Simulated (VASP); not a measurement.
Write the native input for VASP 6.6.1 that does the following.

```yaml
Task: single point
Functional: r2SCAN
Potentials_or_basis: VASP PAW PBE potentials, release 64 (Sn_d)
Cutoff: 520 eV
k_mesh: 14 × 14 × 14
Occupations: gaussian, width 0.1 eV
Spin: no spin polarisation
Dipole_correction: no
Further_INCAR_settings: ALGO = Normal; EDIFF = 1e-06; NBANDS = 21
```

The system is Sn.

```
CELL_PARAMETERS angstrom
-2.92940 2.92940 1.60722
2.92940 -2.92940 1.60722
2.92940 2.92940 -1.60722
ATOMIC_POSITIONS crystal
Sn 0.75000 0.25000 0.50000
Sn 0.00000 0.00000 0.00000
```

These files were run (other wordings do the same):

POSCAR

```
Sn
1.0
   -2.9293956015      2.9293956015      1.6072172069
    2.9293956015     -2.9293956015      1.6072172069
    2.9293956015      2.9293956015     -1.6072172069
Sn
2
Direct
    0.7500000000      0.2500000000      0.5000000000
    0.0000000000      0.0000000000      0.0000000000
```

INCAR.step1

```
PREC = Accurate ; ENCUT = 520
ISMEAR = 0 ; SIGMA = 0.1
LREAL = F ; LASPH = T
NELM = 60 ; NBANDS = 21
GGA = PE ; ALGO = Normal
EDIFF = 1E-4 ; LWAVE = T
LCHARG = F
```

INCAR.step2

```
PREC = Accurate ; ENCUT = 520
EDIFF = 1E-6 ; ISMEAR = 0
SIGMA = 0.1 ; LREAL = F
LASPH = T ; NELM = 60
ALGO = Normal ; ISIF = 2
LWAVE = F ; LCHARG = T
METAGGA = R2SCAN ; LMIXTAU = T
LELF = T ; LVHAR = T
NBANDS = 21 ; ISTART = 1
```

KPOINTS

```
Automatic mesh
0
Gamma
  14 14 14
```

Potentials or basis: VASP PAW PBE potentials, release 64 (Sn_d).

Run with:

```console
$ cat potpaw_PBE.64/Sn_d/POTCAR > POTCAR
$ cp INCAR.step1 INCAR
$ mpirun -np 1 vasp_std > vasp.out
$ cp INCAR.step2 INCAR
$ mpirun -np 1 vasp_std > vasp.out
```

Results of the run:

```yaml
Pressure: 0.0 GPa
Band_gap_on_the_k_mesh: zero (bands 14 and 15 overlap by 4.18 eV)
```

Caveat: the PAW data sets were made with another functional, which shifts forces and pressure a little; spin-orbit coupling is left out, which moves the levels of the heavy elements.

Wall time 7.5 min on 1 thread of Intel(R) Xeon(R) 6975P-C (Granite Rapids), on a shared host, peak memory 0.37 GiB.
